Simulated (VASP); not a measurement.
# SiN (P6_3/mmc) in VASP: further runs, part 2 of 2

VASP 6.6.1. The steps go on from the part before.

### Step 3. Single point, PBE

This run uses another cell than the first one, of 13.92 Å³/atom.

Input file INCAR:

```
SYSTEM = SiN
PREC = Accurate
ENCUT = 520
EDIFF = 1E-6
ISMEAR = 0
SIGMA = 0.1
LREAL = .FALSE.
LASPH = .TRUE.
NELM = 60
ALGO = Normal
ISIF = 2
LWAVE = .FALSE.
LCHARG = .TRUE.
GGA = PE
LELF = .TRUE.
LVHAR = .TRUE.
NBANDS = 17
```

Input file KPOINTS:

```
Automatic mesh
0
G
  6 6 4
  0 0 0
```

Input file POSCAR:

```
SiN
1.0
    3.0592857292      0.0000000000      0.0000000000
   -1.5296428646      2.6494191589      0.0000000000
    0.0000000000      0.0000000000      6.8691910086
Si N
2 2
Direct
    0.3333333333      0.6666666667      0.7500000000
    0.6666666667      0.3333333333      0.2500000000
    0.3333333333      0.6666666667      0.2500000000
    0.6666666667      0.3333333333      0.7500000000
```

Potentials or basis: VASP PAW PBE potentials, release 64 (Si, N).

The run is started by

```
$ cat potpaw_PBE.64/Si/POTCAR potpaw_PBE.64/N/POTCAR > POTCAR
$ mpirun -np 1 vasp_std > vasp.out
```

OUTCAR:

```text
SYSTEM = SiN
   PREC = Accurate
   ENCUT = 520
   EDIFF = 1E-6
   ISMEAR = 0
   LREAL = .FALSE.
   LASPH = .TRUE.
   NELM = 60
   ISIF = 2
   GGA = PE

 ion  position               nearest neighbor table
   1  0.333  0.667  0.750-   4 1.77   4 1.77   4 1.77
   2  0.667  0.333  0.250-   3 1.77   3 1.77   3 1.77
   3  0.333  0.667  0.250-   2 1.77   2 1.77   2 1.77
   4  0.667  0.333  0.750-   1 1.77   1 1.77   1 1.77

  LATTYP: Found a hexagonal cell.
 ALAT       =     3.0592857292
 C/A-ratio  =     2.2453577785

  Lattice vectors:

 A1 = (   3.0592857292,   0.0000000000,   0.0000000000)
 A2 = (  -1.5296428646,   2.6494191589,   0.0000000000)
 A3 = (   0.0000000000,   0.0000000000,   6.8691910086)

Analysis of symmetry for initial positions (statically):
=====================================================================
 Subroutine PRICEL returns:
 Original cell was already a primitive cell.

 Routine SETGRP: Setting up the symmetry group for a
 hexagonal supercell.

 Subroutine GETGRP returns: Found 24 space group operations
 (whereof 12 operations were pure point group operations)
[... 168 lines left out ...]

 val. band max:        7.2846225582   @ k =   0.3333   0.1667   0.5000
 cond. band min:       7.3631658304   @ k =   0.3333  -0.0000   0.5000
 fundamental gap:      0.0785432721
 Fermi energy:         7.3448378519

 k-point     1 :       0.0000    0.0000    0.0000
  band No.  band energies     occupation
      1     -12.7201      2.00000
      2     -12.4334      2.00000
      3      -1.3059      2.00000
      4       0.6728      2.00000
      5       0.6728      2.00000
      6       0.7379      2.00000
[... 397 lines left out ...]
      4      -3.8269      2.00000
      5      -2.6265      2.00000
      6      -2.6265      2.00000
[... 9 lines left out ...]
     16      13.2486      0.00000
     17      15.5086      0.00000

------------------------ aborting loop because EDIFF is reached ----------------------------------------

  FORCE on cell =-STRESS in cart. coord.  units (eV):
  Direction    XX          YY          ZZ          XY          YZ          ZX
  --------------------------------------------------------------------------------------
  -------------------------------------------------------------------------------------
  Total       -0.0686067     -0.0686067     -0.0506754      0.0000000      0.0000000      0.0000000
  in kB       -1.9742432     -1.9742432     -1.4582483      0.0000000      0.0000000      0.0000000
  external PRESSURE =      -1.8022449 kB  Pullay stress =       0.0000000 kB

 VOLUME and BASIS-vectors are now :
 -----------------------------------------------------------------------------
  energy-cutoff  :      520.00
  volume of cell :       55.68
      direct lattice vectors                 reciprocal lattice vectors
     3.059285729  0.000000000  0.000000000     0.326873685  0.188720610  0.000000000
    -1.529642865  2.649419159  0.000000000     0.000000000  0.377441220  0.000000000
     0.000000000  0.000000000  6.869191009     0.000000000  0.000000000  0.145577550

 POSITION                                       TOTAL-FORCE (eV/Angst)
 -----------------------------------------------------------------------------------
     -0.00000      1.76628      5.15189         0.000000     -0.000000      0.000000
      1.52964      0.88314      1.71730        -0.000000      0.000000      0.000000
     -0.00000      1.76628      1.71730        -0.000000     -0.000000      0.000000
      1.52964      0.88314      5.15189         0.000000      0.000000      0.000000
 -----------------------------------------------------------------------------------
    total drift:                               -0.000000      0.000000     -0.000000

  FREE ENERGIE OF THE ION-ELECTRON SYSTEM (eV)
  ---------------------------------------------------
  free  energy   TOTEN  =       -26.2722322531 eV

  energy  without entropy=      -26.2494332364  energy(sigma->0) =      -26.26083274
```

OSZICAR:

```text
N       E                     dE             d eps       ncg     rms          rms(c)
DAV:   1     0.591010198924E+02    0.59101E+02   -0.83192E+03   714   0.930E+02
DAV:   2    -0.253889456779E+02   -0.84490E+02   -0.79858E+02   991   0.195E+02
DAV:   3    -0.303562433536E+02   -0.49673E+01   -0.49242E+01   835   0.473E+01
DAV:   4    -0.304017654775E+02   -0.45522E-01   -0.45491E-01   930   0.514E+00
DAV:   5    -0.304022733347E+02   -0.50786E-03   -0.50777E-03   937   0.517E-01    0.144E+01
DAV:   6    -0.263160764379E+02    0.40862E+01   -0.13253E+01   836   0.247E+01    0.676E+00
DAV:   7    -0.263028141632E+02    0.13262E-01   -0.85660E-01   760   0.675E+00    0.316E+00
DAV:   8    -0.262774946891E+02    0.25319E-01   -0.66848E-02   914   0.180E+00    0.989E-01
DAV:   9    -0.262721608190E+02    0.53339E-02   -0.92630E-03   909   0.720E-01    0.191E-01
DAV:  10    -0.262722384893E+02   -0.77670E-04   -0.11384E-03   863   0.268E-01    0.590E-02
DAV:  11    -0.262722284518E+02    0.10037E-04   -0.88393E-05   892   0.742E-02    0.221E-02
DAV:  12    -0.262722333261E+02   -0.48742E-05   -0.30380E-05   881   0.327E-02    0.105E-02
DAV:  13    -0.262722323137E+02    0.10124E-05   -0.54136E-06   827   0.150E-02    0.161E-03
DAV:  14    -0.262722322531E+02    0.60556E-07   -0.31778E-07   477   0.482E-03
   1 F= -.26272232E+02 E0= -.26260833E+02  d E =-.227990E-01
```

stdout:

```text
POSCAR found type information on POSCAR SiN
 POSCAR found :  2 types and       4 ions
 scaLAPACK will be used
 LDA part: xc-table for (Slater+PW92), standard interpolation
 POSCAR, INCAR and KPOINTS ok, starting setup
 FFT: planning ... GRIDC
 FFT: planning ... GRID_SOFT
 FFT: planning ... GRID
 WAVECAR not read
 entering main loop
```

Run time: 32 s. Hardware: 1 thread of AMD EPYC 7R13, shared host; peak memory 0.17 GiB.

Results:

* Free energy: -26.2722 eV
* Pressure: -0.2 GPa
* Band gap on the k mesh: zero (bands 9 and 10 overlap by 1.94 eV)

Caveat: the k points lie up to 0.40 Å⁻¹ apart, too coarse for converged energies and pressures of a metal.

The gap in the log of VASP goes by the Fermi energy; the results here count the filled bands.